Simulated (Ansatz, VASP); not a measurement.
# Two plane-wave programs on FeO

```xyz
2
Lattice="0.0000 2.1554 2.1554 2.1554 0.0000 2.1554 2.1554 2.1554 0.0000" Properties=species:S:1:pos:R:3 pbc="T T T"
Fe    0.0000    0.0000    0.0000
O     2.1554    2.1554    2.1554
```

Alike in both runs: task relaxation of cell and atoms; functional PBEsol; dispersion D4; k mesh 11 × 11 × 11; occupations fermi-dirac, width 0.05 eV; collinear spin.

|  | VASP | Ansatz |
| --- | --- | --- |
| version | VASP 6.6.1 | Ansatz 0.2.0 |
| potentials or method | VASP PAW PBE potentials, release 64 (Fe, O) | Ansatz PAW |
| plane-wave cutoff (eV) | 600 | 420 |
| valence electrons in the cell | 14 | 22 |

Ansatz gave:

```
gap on the k mesh at the Fermi level, each at its own relaxed structure (eV) : none
net moment per atom (μB)                                                     : 2.00
size of the moment on the site where the two differ most (μB)                : 3.43
relaxed volume (Å³/atom)                                                     : 9.82
relaxed cell length with the largest relative difference (Å)                 : 3.029
```

**Question.** What did VASP give for the same quantities?

**Answer.** gap on the k mesh at the Fermi level, each at its own relaxed structure (eV): none; net moment per atom (μB): 2.00; size of the moment on the site where the two differ most (μB): 3.60; relaxed volume (Å³/atom): 9.49; relaxed cell length with the largest relative difference (Å): 2.994.

VASP's potentials were made for PBE, not for PBEsol. Site moments also hang on the region over which each program counts them. A gap of «none» marks a metal or a gap that the smearing closes. VASP's potentials hold 14 valence electrons a cell and Ansatz's 22, so a difference there can come from the potentials and not from the codes.

Noted on Ansatz's run: the plane-wave basis is chosen anew once the cell has moved, so the energies of steps on either side of that aren't comparable.
